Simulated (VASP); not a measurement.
# SnTe (R3m) in VASP: single point with r2SCAN

Aim: the single point of SnTe with r2SCAN.

Program: VASP 6.6.1. These are calculated values, not measurements. Logs are shortened: lines on timing, memory, paths and dates and some standing lists are left out, and cuts for length are marked.

## 1. The cell of the first run

Symmetry: R3m, No. 160, trigonal system. Conventional cell: a = 4.491 Å, b = 4.491 Å, c = 11.272 Å, α = 90.00°, β = 90.00°, γ = 120.00°. Sn (site symmetry 3m) has 6 Te at 3.07 to 3.35 Å within 4.0 Å. Within 4.0 Å of Te (site symmetry 3m) lie 6 Sn at 3.07 to 3.35 Å.

## 2. Single point, r2SCAN

File POSCAR:

```
SnTe
1.0
    0.0521066031      3.2279845634      3.2279845634
    3.2279845634      0.0521066031      3.2279845634
    3.2279845634      3.2279845634      0.0521066031
Sn Te
1 1
Direct
    0.0150312193      0.0150312193      0.0150312193
    0.4941476403      0.4941476403      0.4941476403
```

File INCAR.step1:

```
SYSTEM = SnTe
ALGO = Normal
EDIFF = 1E-4
ENCUT = 520
GGA = PE
ISMEAR = 0
LASPH = .True.
LCHARG = .False.
LREAL = .False.
LWAVE = .True.
NBANDS = 17
NELM = 100
PREC = Accurate
SIGMA = 0.01
```

File INCAR.step2:

```
SYSTEM = SnTe
ALGO = Normal
EDIFF = 1E-6
ENCUT = 520
ISIF = 2
ISMEAR = 0
ISTART = 1
LASPH = .True.
LCHARG = .False.
LMIXTAU = .True.
LREAL = .False.
LWAVE = .False.
METAGGA = R2SCAN
NBANDS = 17
NELM = 100
PREC = Accurate
SIGMA = 0.01
```

File KPOINTS:

```
k-points
0
Gamma
  12 12 12
  0 0 0
```

Potentials or basis: VASP PAW PBE potentials, release 64 (Sn_d, Te).

Launch:

```bash
> cat potpaw_PBE.64/Sn_d/POTCAR potpaw_PBE.64/Te/POTCAR > POTCAR
> cp INCAR.step1 INCAR
> mpirun -np 1 vasp_std > vasp.out
> cp INCAR.step2 INCAR
> mpirun -np 1 vasp_std > vasp.out
```

OUTCAR:

```text
SYSTEM = SnTe
   EDIFF = 1E-6
   ENCUT = 520
   ISIF = 2
   ISMEAR = 0
   ISTART = 1
   LASPH = .True.
   LREAL = .False.
   METAGGA = R2SCAN
   NELM = 100
   PREC = Accurate

 ion  position               nearest neighbor table
   1  0.015  0.015  0.015-   2 3.07   2 3.07   2 3.07   2 3.35   2 3.35   2 3.35
   2  0.494  0.494  0.494-   1 3.07   1 3.07   1 3.07   1 3.35   1 3.35   1 3.35

  LATTYP: Found a trigonal (rhomboedric) cell.
 ALAT       =     4.5653569172
 COS(alpha) =     0.5160749110

  Lattice vectors:

 A1 = (   0.0521066031,   3.2279845634,   3.2279845634)
 A2 = (   3.2279845634,   0.0521066031,   3.2279845634)
 A3 = (   3.2279845634,   3.2279845634,   0.0521066031)

Analysis of symmetry for initial positions (statically):
=====================================================================
 Subroutine PRICEL returns:
 Original cell was already a primitive cell.

 Routine SETGRP: Setting up the symmetry group for a
 trigonal (rhombohedral) supercell.

 Subroutine GETGRP returns: Found  6 space group operations
 (whereof  6 operations were pure point group operations)
 out of a pool of 12 trial point group operations.

The static configuration has the point symmetry C_3v.

Analysis of symmetry for dynamics (positions and initial velocities):
=====================================================================
 Subroutine PRICEL returns:
 Original cell was already a primitive cell.

 Routine SETGRP: Setting up the symmetry group for a
 trigonal (rhombohedral) supercell.

 Subroutine GETGRP returns: Found  6 space group operations
 (whereof  6 operations were pure point group operations)
 out of a pool of 12 trial point group operations.

The dynamic configuration has the point symmetry C_3v.

 Subroutine INISYM returns: Found  6 space group operations
 (whereof  6 operations are pure point group operations),
 and found     1 'primitive' translations

----------------------------------------------------------------------------------------

                                     Primitive cell

  volume of cell :      65.6418

  direct lattice vectors                    reciprocal lattice vectors
     0.052106603  3.227984563  3.227984563    -0.158697290  0.156176270  0.156176270
     3.227984563  0.052106603  3.227984563     0.156176270 -0.158697290  0.156176270
     3.227984563  3.227984563  0.052106603     0.156176270  0.156176270 -0.158697290

  length of vectors
     4.565356917  4.565356917  4.565356917     0.271968536  0.271968536  0.271968536

  position of ions in fractional coordinates (direct lattice)
     0.015031219  0.015031219  0.015031219
     0.494147640  0.494147640  0.494147640

  ion indices of the primitive-cell ions
   primitive index   ion index
                 1           1
                 2           2

----------------------------------------------------------------------------------------

 KPOINTS: k-points

Automatic generation of k-mesh.
 Grid dimensions read from file:
 generate k-points for:   12   12   12

 Generating k-lattice:

  Cartesian coordinates                     Fractional coordinates (reciprocal lattice)
    -0.013224774  0.013014689  0.013014689     0.083333333 -0.000000000 -0.000000000
     0.013014689 -0.013224774  0.013014689    -0.000000000  0.083333333 -0.000000000
     0.013014689  0.013014689 -0.013224774    -0.000000000 -0.000000000  0.083333333

  Length of vectors
     0.022664045  0.022664045  0.022664045

  Shift w.r.t. Gamma in fractional coordinates (k-lattice)
     0.000000000  0.000000000  0.000000000

 Subroutine IBZKPT returns following result:
 ===========================================

 Found    189 irreducible k-points:

 Following reciprocal coordinates:
            Coordinates               Weight
  0.000000  0.000000  0.000000      1.000000
  0.083333  0.000000  0.000000      6.000000
  0.166667  0.000000 -0.000000      6.000000
  0.250000 -0.000000 -0.000000      6.000000
  0.333333  0.000000 -0.000000      6.000000
  0.416667  0.000000 -0.000000      6.000000
[... 16 lines left out ...]
  0.500000  0.166667  0.000000     12.000000
 -0.416667  0.166667 -0.000000     12.000000
 [... further k-points ...]
   k-points           NKPTS =    189   k-points in BZ     NKDIM =    189   number of bands    NBANDS=     17
   number of dos      NEDOS =    301   number of ions     NIONS =      2
   total plane-waves  NPLWV =  46656
   dimension x,y,z NGX =    36 NGY =   36 NGZ =   36
   dimension x,y,z NGXF=    72 NGYF=   72 NGZF=   72
   ions per type =               1   1
   NGX,Y,Z   is equivalent  to a cutoff of  13.11, 13.11, 13.11 a.u.
   NGXF,Y,Z  is equivalent  to a cutoff of  26.22, 26.22, 26.22 a.u.
 SYSTEM =  SnTe
   PREC   = accura    normal or accurate (medium, high low for compatibility)
   ISTART =      1    job   : 0-new  1-cont  2-samecut
   ICHARG =      0    charge: 1-file 2-atom 10-const
   ISPIN  =      1    spin polarized calculation?
   LNONCOLLINEAR =      F non collinear calculations
   LSORBIT =      F    spin-orbit coupling
   LASPH  =      T    aspherical Exc in radial PAW
   ENCUT  =  520.0 eV  38.22 Ry    6.18 a.u.   8.49  8.49  8.49*2*pi/ulx,y,z
   NELM   =    100;   NELMIN=  2; NELMDL=  0     # of ELM steps
   EDIFF  = 0.1E-05   stopping-criterion for ELM
   LREAL  =      F    real-space projection
   EDIFFG = 0.1E-04   stopping-criterion for IOM
   NSW    =      0    number of steps for IOM
   IBRION =     -1    ionic relax: 0-MD 1-quasi-New 2-CG
   NFREE  =      0    steps in history (QN), initial steepest desc. (CG)
   ISIF   =      2    stress and relaxation
   ISYM   =      2    0-nonsym 1-usesym 2-fastsym
   POTIM  = 0.5000    time-step for ionic-motion
   TEBEG  =    0.0;   TEEND  =   0.0 temperature during run
   PSTRESS=    0.0 pullay stress
   NELECT =      20.0000    total number of electrons
   NUPDOWN=      -1.0000    fix difference up-down
   EMIN   =  10.00;   EMAX   =-10.00  energy-range for DOS
   EFERMI =   0.00;   METHOD = LEGACY
   ISMEAR =     0;   SIGMA  =   0.01  broadening in eV -4-tet -1-fermi 0-gaus
   EFERMI_NEDOS =   21; number of points for ismear=-14 and -15
   IALGO  =     38    algorithm
   IMIX   =      4    mixing-type and parameters
     AMIX     =   0.40;   BMIX     =  1.00
     AMIX_MAG =   1.60;   BMIX_MAG =  1.00
  volume/ion in A,a.u.               =      32.82       221.49
  Fermi-wavevector in a.u.,A,eV,Ry     =   1.101602  2.081726 16.511040  1.213527
  Thomas-Fermi vector in A             =   2.238032
   LORBIT       =      0    0 simple, 1 ext, 2 COOP (PROOUT), +10 PAW based schemes
   METAGGA = R2SCAN    functional components
   LHFCALC =     F    Hartree Fock is set to
   AEXX    =    0.0000 exact exchange contribution
   IVDW    =     0    specifies the selected vdW correction
   LEPSILON=     F    determine dielectric tensor
   LRPA    =     F    only Hartree local field effects (RPA)
 non-spin polarized calculation
 Gauss-broadening in eV      SIGMA  =   0.01
  energy-cutoff  :      520.00
  volume of cell :       65.64
 maximum number of plane-waves:      1801
 NGX is ok and might be reduce to    36
   NGX = 17   NGY = 17   NGZ = 17

 number of electron      20.0000003 magnetization

 Free energy of the ion-electron system (eV)
  ---------------------------------------------------
  ext. energy  EPLUGINS =         0.00000000
  ---------------------------------------------------
  free energy    TOTEN  =       -50.69490654 eV

  energy without entropy =      -50.69490654  energy(sigma->0) =      -50.69490654

 E-fermi :   6.2955     XC(G=0):  -9.8218

 val. band max:        6.2376940092   @ k =   0.5000  -0.0000  -0.0000
 cond. band min:       6.6231303230   @ k =   0.5000  -0.0000  -0.0000
 fundamental gap:      0.3854363138
 Fermi energy:         6.2954632457

 k-point     1 :       0.0000    0.0000    0.0000
  band No.  band energies     occupation
      1     -16.2629      2.00000
      2     -16.2629      2.00000
      3     -16.2512      2.00000
      4     -16.2512      2.00000
      5     -16.2482      2.00000
      6      -6.7742      2.00000
[... 9 lines left out ...]
     16      11.7677      0.00000
     17      13.5356      0.00000

 k-point     2 :       0.0833    0.0000    0.0000
  band No.  band energies     occupation
      1     -16.2632      2.00000
      2     -16.2628      2.00000
      3     -16.2511      2.00000
      4     -16.2511      2.00000
      5     -16.2478      2.00000
      6      -6.7156      2.00000
[... 9 lines left out ...]
     16      11.7721      0.00000
     17      14.0183      0.00000

 k-point     3 :       0.1667    0.0000   -0.0000
  band No.  band energies     occupation
      1     -16.2642      2.00000
      2     -16.2628      2.00000
      3     -16.2508      2.00000
      4     -16.2506      2.00000
      5     -16.2468      2.00000
      6      -6.5444      2.00000
[... 9 lines left out ...]
     16      12.1142      0.00000
     17      15.1108      0.00000

 k-point     4 :       0.2500   -0.0000   -0.0000
  band No.  band energies     occupation
      1     -16.2656      2.00000
      2     -16.2632      2.00000
      3     -16.2505      2.00000
      4     -16.2496      2.00000
      5     -16.2453      2.00000
      6      -6.2771      2.00000
[... 9 lines left out ...]
     16      12.7575      0.00000
     17      16.5288      0.00000

 k-point     5 :       0.3333    0.0000   -0.0000
  band No.  band energies     occupation
      1     -16.2670      2.00000
      2     -16.2638      2.00000
      3     -16.2503      2.00000
      4     -16.2484      2.00000
      5     -16.2438      2.00000
      6      -5.9525      2.00000
[... 9 lines left out ...]
     16      13.6455      0.00000
     17      17.3463      0.00000

 k-point     6 :       0.4167    0.0000   -0.0000
  band No.  band energies     occupation
      1     -16.2681      2.00000
      2     -16.2644      2.00000
      3     -16.2501      2.00000
      4     -16.2474      2.00000
      5     -16.2426      2.00000
      6      -5.6537      2.00000
[... 9 lines left out ...]
     16      14.7272      0.00000
     17      16.3542      0.00000

 k-point     7 :       0.5000   -0.0000   -0.0000
  band No.  band energies     occupation
      1     -16.2685      2.00000
      2     -16.2646      2.00000
      3     -16.2500      2.00000
      4     -16.2469      2.00000
      5     -16.2422      2.00000
      6      -5.5233      2.00000
[... 9 lines left out ...]
     16      15.6099      0.00000
     17      15.6565      0.00000

 k-point     8 :       0.0833    0.0833    0.0000
  band No.  band energies     occupation
      1     -16.2637      2.00000
      2     -16.2625      2.00000
      3     -16.2513      2.00000
      4     -16.2507      2.00000
      5     -16.2478      2.00000
      6      -6.6976      2.00000
[... 9 lines left out ...]
     16      12.0297      0.00000
     17      13.6293      0.00000
[... 203 lines left out ...]
      1     -16.2662      2.00000
      2     -16.2616      2.00000
      3     -16.2517      2.00000
      4     -16.2492      2.00000
      5     -16.2464      2.00000
      6      -6.4753      2.00000
[... 9 lines left out ...]
     16      12.9338      0.00000
     17      13.9348      0.00000

 k-point    20 :       0.2500    0.1667    0.0000
  band No.  band energies     occupation
      1     -16.2678      2.00000
      2     -16.2614      2.00000
      3     -16.2518      2.00000
      4     -16.2483      2.00000
      5     -16.2451      2.00000
      6      -6.2822      2.00000
[... 9 lines left out ...]
     16      13.5242      0.00000
     17      14.5646      0.00000

 k-point    21 :       0.3333    0.1667   -0.0000
  band No.  band energies     occupation
      1     -16.2689      2.00000
      2     -16.2620      2.00000
      3     -16.2514      2.00000
      4     -16.2476      2.00000
      5     -16.2437      2.00000
      6      -6.0097      2.00000
[... 9 lines left out ...]
     16      14.2958      0.00000
     17      15.7830      0.00000

 k-point    22 :       0.4167    0.1667   -0.0000
  band No.  band energies     occupation
      1     -16.2696      2.00000
      2     -16.2630      2.00000
      3     -16.2506      2.00000
      4     -16.2472      2.00000
      5     -16.2425      2.00000
      6      -5.7076      2.00000
[... 9 lines left out ...]
     16      15.3312      0.00000
     17      16.2018      0.00000

 k-point    23 :       0.5000    0.1667    0.0000
  band No.  band energies     occupation
      1     -16.2696      2.00000
      2     -16.2641      2.00000
      3     -16.2497      2.00000
      4     -16.2472      2.00000
      5     -16.2419      2.00000
      6      -5.4715      2.00000
[... 9 lines left out ...]
     16      15.6349      0.00000
     17      16.1060      0.00000

 k-point    24 :      -0.4167    0.1667   -0.0000
  band No.  band energies     occupation
      1     -16.2691      2.00000
      2     -16.2646      2.00000
      3     -16.2493      2.00000
      4     -16.2474      2.00000
      5     -16.2420      2.00000
      6      -5.4257      2.00000
[... 9 lines left out ...]
     16      14.4977      0.00000
     17      17.0346      0.00000

 [... further k-points ...]
[... 5 lines left out ...]
  --------------------------------------------------------------------------------------
  -------------------------------------------------------------------------------------
  Total        0.0030113      0.0030113      0.0030113     -0.0003291     -0.0003291     -0.0003291
  in kB        0.0734999      0.0734999      0.0734999     -0.0080325     -0.0080325     -0.0080325
  external PRESSURE =       0.0734999 kB  Pullay stress =       0.0000000 kB

 VOLUME and BASIS-vectors are now :
 -----------------------------------------------------------------------------
  energy-cutoff  :      520.00
  volume of cell :       65.64
      direct lattice vectors                 reciprocal lattice vectors
     0.052106603  3.227984563  3.227984563    -0.158697290  0.156176270  0.156176270
     3.227984563  0.052106603  3.227984563     0.156176270 -0.158697290  0.156176270
     3.227984563  3.227984563  0.052106603     0.156176270  0.156176270 -0.158697290

 POSITION                                       TOTAL-FORCE (eV/Angst)
 -----------------------------------------------------------------------------------
      0.09782      0.09782      0.09782        -0.005282     -0.005282     -0.005282
      3.21595      3.21595      3.21595         0.005282      0.005282      0.005282
 -----------------------------------------------------------------------------------
    total drift:                                0.000061      0.000061      0.000061

  FREE ENERGIE OF THE ION-ELECTRON SYSTEM (eV)
  ---------------------------------------------------
  free  energy   TOTEN  =       -50.6949065425 eV

  energy  without entropy=      -50.6949065425  energy(sigma->0) =      -50.69490654
```

Wall time 19 min (1 thread of AMD EPYC 7R43 (Zen 3), shared host); peak memory 0.34 GiB.

Results:

| Quantity | Value |
| --- | --- |
| Free energy | -50.6949 eV |
| Pressure | 0.0 GPa |
| Largest force | 0.009 eV/Å |
| Band gap on the k mesh | 0.39 eV, direct |

Forces in eV/Å, atoms in the order of the input:
```
Sn  -0.005 -0.005 -0.005
Te   0.005  0.005  0.005
```

Levels at points of the mesh, in eV from the valence-band top:
```tsv
k point	band 8	band 9	band 10	band 11	band 12	band 13
(0.00, 0.00, 0.00)	-2.22	-2.16	-2.16	3.14	3.41	3.41
(0.50, 0.00, 0.00)	-2.02	-1.98	0.00	0.39	0.69	0.82
(0.50, 0.50, 0.00)	-5.27	-3.67	-3.67	2.47	5.08	5.35
(0.50, 0.50, 0.50)	-1.85	-1.85	-0.13	0.73	0.73	0.85
```

Caveat: the PAW data sets were made with another functional, which shifts forces and pressure a little; spin-orbit coupling is left out, which moves the levels of the heavy elements. A k mesh can miss the band edges.
